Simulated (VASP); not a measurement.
# Ti6S in VASP: further runs, part 2 of 2

VASP 6.6.1. Earlier steps stand in the parts before.

## (3) Relaxation of the atoms, PBE

The input, INCAR:

```
SYSTEM = Ti6S
PREC = Accurate
ENCUT = 450
EDIFF = 1E-7
ISMEAR = 0
SIGMA = 0.1
LREAL = .FALSE.
LASPH = .TRUE.
NELM = 120
ALGO = Normal
ISIF = 2
LWAVE = .FALSE.
LCHARG = .FALSE.
LDIPOL = .TRUE.
IDIPOL = 3
DIPOL = 0.5 0.5 0.357
GGA = PE
IBRION = 2
NSW = 36
EDIFFG = -0.025
GGA_COMPAT = .FALSE.
NELMIN = 4
NELMDL = -8
KPAR = 4
```

The input, KPOINTS:

```
Automatic mesh
0
G
  9 6 1
  0 0 0
```

The input, POSCAR:

```
Ti6S
1.0
    2.8319727860      0.0000000000      0.0000000000
    0.0000000000      4.5793473380      0.0000000000
    0.0000000000      0.0000000000     22.0506909065
Ti S
6 1
Selective dynamics
Direct
    0.5000000000      0.0000000000      0.1814002118  F F F
    0.0000000000      0.5000000000      0.2413504290  F F F
    0.5000000000      0.0000000000      0.3013006462  F F F
    0.5000000000      0.5000000000      0.3625816208  F F F
    0.0000000000      0.0000000000      0.4208167734  F F F
    0.5000000000      0.5000000000      0.4784743912  F F F
    0.5000000000      1.0000000000      0.5165684356  F F T
```

Potentials or basis: VASP PAW PBE potentials, release 64 (Ti_sv, S).

Started as:

```console
$ cat potpaw_PBE.64/Ti_sv/POTCAR potpaw_PBE.64/S/POTCAR > POTCAR
$ mpirun -np 4 vasp_std > vasp.out
```

OUTCAR:

```text
SYSTEM = Ti6S
   PREC = Accurate
   ENCUT = 450
   EDIFF = 1E-7
   ISMEAR = 0
   LREAL = .FALSE.
   LASPH = .TRUE.
   NELM = 120
   ISIF = 2
   GGA = PE
   IBRION = 2
   NSW = 36
   EDIFFG = -0.025
   NELMIN = 4
   NELMDL = -8

 ion  position               nearest neighbor table
   1  0.500  0.000  0.181-   3 2.64
   2  0.000  0.500  0.241-
   3  0.500  0.000  0.301-   1 2.64   4 2.66   4 2.66
   4  0.500  0.500  0.363-   6 2.56   3 2.66   3 2.66
   5  0.000  0.000  0.421-   7 2.54   7 2.54
   6  0.500  0.500  0.478-   7 2.44   7 2.44   4 2.56
   7  0.500  0.000  0.517-   6 2.44   6 2.44   5 2.54   5 2.54

  LATTYP: Found a simple orthorhombic cell.
 ALAT       =     2.8319727860
 B/A-ratio  =     1.6170167173
 C/A-ratio  =     7.7863357358

  Lattice vectors:

 A1 = (   2.8319727860,   0.0000000000,   0.0000000000)
 A2 = (   0.0000000000,   4.5793473380,   0.0000000000)
 A3 = (   0.0000000000,   0.0000000000,  22.0506909065)

Analysis of symmetry for initial positions (statically):
=====================================================================
 Subroutine PRICEL returns:
 Original cell was already a primitive cell.

 Routine SETGRP: Setting up the symmetry group for a
 simple orthorhombic supercell.

 Subroutine GETGRP returns: Found  4 space group operations
 (whereof  4 operations were pure point group operations)
 out of a pool of  8 trial point group operations.

The static configuration has the point symmetry C_2v.

Analysis of symmetry for dynamics (positions and initial velocities):
=====================================================================
 Subroutine PRICEL returns:
 Original cell was already a primitive cell.

 Routine SETGRP: Setting up the symmetry group for a
 simple orthorhombic supercell.

 Subroutine GETGRP returns: Found  4 space group operations
 (whereof  4 operations were pure point group operations)
 out of a pool of  8 trial point group operations.

The dynamic configuration has the point symmetry C_2v.

Analysis of constrained symmetry for selective dynamics:
=====================================================================
 Subroutine PRICEL returns:
 Original cell was already a primitive cell.

 Routine SETGRP: Setting up the symmetry group for a
 simple orthorhombic supercell.

 Subroutine GETGRP returns: Found  4 space group operations
 (whereof  4 operations were pure point group operations)
 out of a pool of  8 trial point group operations.

The constrained configuration has the point symmetry C_2v.

 Subroutine INISYM returns: Found  4 space group operations
 (whereof  4 operations are pure point group operations),
 and found     1 'primitive' translations

----------------------------------------------------------------------------------------

                                     Primitive cell

  volume of cell :     285.9663

[... 75 lines left out ...]
   k-points           NKPTS =     20   k-points in BZ     NKDIM =     20   number of bands    NBANDS=     46
   number of dos      NEDOS =    301   number of ions     NIONS =      7
   total plane-waves  NPLWV = 102400
   dimension x,y,z NGX =    20 NGY =   32 NGZ =  160
   dimension x,y,z NGXF=    40 NGYF=   64 NGZF=  320
   ions per type =               6   1
   NGX,Y,Z   is equivalent  to a cutoff of  11.74, 11.62, 12.06 a.u.
   NGXF,Y,Z  is equivalent  to a cutoff of  23.48, 23.23, 24.13 a.u.
 SYSTEM =  Ti6S
   PREC   = accura    normal or accurate (medium, high low for compatibility)
   ISTART =      0    job   : 0-new  1-cont  2-samecut
   ICHARG =      2    charge: 1-file 2-atom 10-const
   ISPIN  =      1    spin polarized calculation?
   LNONCOLLINEAR =      F non collinear calculations
   LSORBIT =      F    spin-orbit coupling
   LASPH  =      T    aspherical Exc in radial PAW
   ENCUT  =  450.0 eV  33.07 Ry    5.75 a.u.   4.90  7.92 38.14*2*pi/ulx,y,z
   NELM   =    120;   NELMIN=  4; NELMDL= -8     # of ELM steps
   EDIFF  = 0.1E-06   stopping-criterion for ELM
   LREAL  =      F    real-space projection
   EDIFFG = -.3E-01   stopping-criterion for IOM
   NSW    =     36    number of steps for IOM
   IBRION =      2    ionic relax: 0-MD 1-quasi-New 2-CG
   NFREE  =      1    steps in history (QN), initial steepest desc. (CG)
   ISIF   =      2    stress and relaxation
   ISYM   =      2    0-nonsym 1-usesym 2-fastsym
   POTIM  = 0.5000    time-step for ionic-motion
   TEBEG  =    0.0;   TEEND  =   0.0 temperature during run
   PSTRESS=    0.0 pullay stress
   NELECT =      78.0000    total number of electrons
   NUPDOWN=      -1.0000    fix difference up-down
   EMIN   =  10.00;   EMAX   =-10.00  energy-range for DOS
   EFERMI =   0.00;   METHOD = LEGACY
   ISMEAR =     0;   SIGMA  =   0.10  broadening in eV -4-tet -1-fermi 0-gaus
   EFERMI_NEDOS =   21; number of points for ismear=-14 and -15
   IALGO  =     38    algorithm
   IMIX   =      4    mixing-type and parameters
     AMIX     =   0.40;   BMIX     =  1.00
     AMIX_MAG =   1.60;   BMIX_MAG =  1.00
  volume/ion in A,a.u.               =      40.85       275.69
  Fermi-wavevector in a.u.,A,eV,Ry     =   1.061699  2.006320 15.336552  1.127205
  Thomas-Fermi vector in A             =   2.197124
   LORBIT       =      0    0 simple, 1 ext, 2 COOP (PROOUT), +10 PAW based schemes
   GGA     = PE    functional components
   LHFCALC =     F    Hartree Fock is set to
   AEXX    =    0.0000 exact exchange contribution
   IVDW    =     0    specifies the selected vdW correction
   LEPSILON=     F    determine dielectric tensor
   LRPA    =     F    only Hartree local field effects (RPA)
 conjugate gradient relaxation of ions
 non-spin polarized calculation
 Gauss-broadening in eV      SIGMA  =   0.10
  energy-cutoff  :      450.00
  volume of cell :      285.97
 maximum number of plane-waves:      6242
 NGX is ok and might be reduce to    20
   NGX =  9   NGY = 15   NGZ = 77

 dipolmoment           0.000000      0.000000     -0.087658 electrons x Angstroem

--------------------------------------- Ionic step        1  -------------------------------------------

 number of electron      77.9999966 magnetization

 Free energy of the ion-electron system (eV)
  ---------------------------------------------------
  ext. energy  EPLUGINS =         0.00000000
  ---------------------------------------------------
  free energy    TOTEN  =       -50.62549572 eV

  energy without entropy =      -50.57320421  energy(sigma->0) =      -50.59934997

------------------------ aborting loop because EDIFF is reached ----------------------------------------

  FORCE on cell =-STRESS in cart. coord.  units (eV):
  Direction    XX          YY          ZZ          XY          YZ          ZX
  --------------------------------------------------------------------------------------
  -------------------------------------------------------------------------------------
  Total        2.7702612     -4.5223718     -2.2595660      0.0000000      0.0000000      0.0000000
  in kB       15.5208835    -25.3373964    -12.6596225      0.0000000      0.0000000      0.0000000
  external PRESSURE =      -7.4920451 kB  Pullay stress =       0.0000000 kB
[... 110 lines left out ...]
--------------------------------------- Ionic step        4  -------------------------------------------

 number of electron      77.9999966 magnetization

 dipolmoment           0.000000      0.000000      0.037830 electrons x Angstroem

 Free energy of the ion-electron system (eV)
  ---------------------------------------------------
  ext. energy  EPLUGINS =         0.00000000
  ---------------------------------------------------
  free energy    TOTEN  =       -50.67962128 eV

  energy without entropy =      -50.62821637  energy(sigma->0) =      -50.65391882

 E-fermi :   1.4162     XC(G=0):  -5.5315

 val. band max:        1.4126140780   @ k =   0.3333   0.3333   0.0000
 cond. band min:       1.4328782354   @ k =   0.3333   0.1667   0.0000
 fundamental gap:      0.0202641573
 Fermi energy:         1.4162084703

 k-point     1 :       0.0000    0.0000    0.0000
  band No.  band energies     occupation
      1     -55.5481      2.00000
      2     -55.4466      2.00000
      3     -55.4349      2.00000
      4     -55.3335      2.00000
      5     -55.2071      2.00000
      6     -55.0896      2.00000
[... 969 lines left out ...]
     45       2.2604      0.00000
     46       2.4754      0.00000

------------------------ aborting loop because EDIFF is reached ----------------------------------------

 vacuum level on the upper side and lower side of the slab       (xc-potential included)         0.098        -0.443

  FORCE on cell =-STRESS in cart. coord.  units (eV):
  Direction    XX          YY          ZZ          XY          YZ          ZX
  --------------------------------------------------------------------------------------
  -------------------------------------------------------------------------------------
  Total        4.4078959     -3.7052900     -0.8478552      0.0000000      0.0000000      0.0000000
  in kB       24.6960247    -20.7595495     -4.7502604      0.0000000      0.0000000      0.0000000
  external PRESSURE =      -0.2712617 kB  Pullay stress =       0.0000000 kB
[... 22 lines left out ...]
  FREE ENERGIE OF THE ION-ELECTRON SYSTEM (eV)
  ---------------------------------------------------
  free  energy   TOTEN  =       -50.6796212760 eV

  energy  without entropy=      -50.6282163705  energy(sigma->0) =      -50.65391882

 reached required accuracy - stopping structural energy minimisation

 vacuum level on the upper side and lower side of the slab         5.162         4.606
```

It took 4.1 min on 4 MPI ranks of Intel Xeon 6975P-C (Granite Rapids), shared host; peak memory 0.41 GiB.

What came out:

```yaml
Free_energy: -50.6796 eV
Energy_gained_by_relaxing: 7.7 meV/atom
Ionic_steps: 4
Band_gap_on_the_k_mesh: zero (bands 39 and 40 overlap by 0.09 eV)
```

The path:
```csv
step,energy change (eV),largest force on free atoms (eV/Å),pressure (GPa)
1,0.0000,0.7805,-0.75
2,-0.0260,0.5953,-0.54
3,-0.0541,0.0284,0.00
4,-0.0541,0.0081,-0.03
```

Final structure:
```xyz
7
Lattice="2.8320 0.0000 0.0000 0.0000 4.5793 0.0000 0.0000 0.0000 22.0507" Properties=species:S:1:pos:R:3 pbc="T T T"
Ti    1.4160    0.0000    4.0000
Ti    0.0000    2.2897    5.3219
Ti    1.4160    0.0000    6.6439
Ti    1.4160    2.2897    7.9952
Ti    0.0000    0.0000    9.2793
Ti    1.4160    2.2897   10.5507
S     1.4160    0.0000   11.2671
```
